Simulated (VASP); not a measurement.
A run of VASP 6.6.1:

The input INCAR:

```
PREC = Accurate
ENCUT = 600
EDIFF = 1E-6
ISMEAR = 0
SIGMA = 0.02
LREAL = F
LASPH = T
NELM = 120
ALGO = Normal
ISIF = 2
LWAVE = F
LCHARG = T
LELF = T
LVHAR = T
NBANDS = 16
GGA_COMPAT = F
```

Contents of KPOINTS:

```
regular mesh
0
Gamma
  10 6 10
```

POSCAR

```
C
1.0
    2.5145732064      0.0000000000      0.0000000000
    0.0000000000      3.5561435320      0.0000000000
    0.0000000000      0.0000000000      2.4948483319
C
4
Direct
    0.0000000000     -0.0000992665      0.0000000000
    0.5000000000      0.4999007335      0.5000000000
    0.0000000000      0.2500992665      0.5000000000
    0.5000000000      0.7500992665      0.0000000000
```

Potentials or basis: VASP PAW LDA potentials, release 64 (C).

The run is started by

```console
$ cat potpaw_LDA.64/C/POTCAR > POTCAR
$ mpirun -np 1 vasp_std > vasp.out
```

Hardware: 1 thread of AMD EPYC 7R13 Processor (Zen 3), with other jobs on the host.

Problem. Estimate the wall time of this run.

Solution. It took 26 s on 1 thread of AMD EPYC 7R13 Processor (Zen 3) (shared host), peak memory 0.12 GiB. Counts: scf iterations 11, k points 144.
